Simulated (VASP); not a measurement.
Set up this calculation in VASP 6.6.1, as the native input.

* Task: single point
* Functional: PBEsol
* Potentials or basis: VASP PAW PBE potentials, release 64 (Ga_d, N)
* Cutoff: 520 eV
* k mesh: 12 × 12 × 12
* Occupations: gaussian, width 0.01 eV
* Spin: no spin polarisation
* Dipole correction: no
* Further INCAR settings: ALGO = Normal; EDIFF = 1e-06; NBANDS = 16

The structure of GaN lies in POSCAR:

```
GaN
1.0
    0.0000000000      2.2535006100      2.2535006100
    2.2535006100      0.0000000000      2.2535006100
    2.2535006100      2.2535006100      0.0000000000
Ga N
1 1
Direct
    0.0000000000      0.0000000000      0.0000000000
    0.7500000000      0.7500000000      0.7500000000
```

These files were run (other wordings do the same):

INCAR

```
PREC = Accurate
ENCUT = 520
EDIFF = 1E-6
ISMEAR = 0
SIGMA = 0.01
LREAL = False
LASPH = True
NELM = 80
ALGO = Normal
ISIF = 2
LWAVE = False
LCHARG = False
GGA = PS
NBANDS = 16
```

KPOINTS

```
regular mesh
0
Gamma
  12 12 12
```

Potentials or basis: VASP PAW PBE potentials, release 64 (Ga_d, N).

Command:

```bash
$ cat potpaw_PBE.64/Ga_d/POTCAR potpaw_PBE.64/N/POTCAR > POTCAR
$ mpirun -np 1 vasp_std > vasp.out
```

It gave:

- Pressure: -1.3 GPa
- Band gap on the k mesh: 1.68 eV, direct

Caveat: the PAW data sets were made with another functional, which shifts forces and pressure a little.

Wall time 11 s on 1 thread of Intel(R) Xeon(R) Platinum 8488C (Sapphire Rapids), on a shared host, peak memory 0.15 GiB.
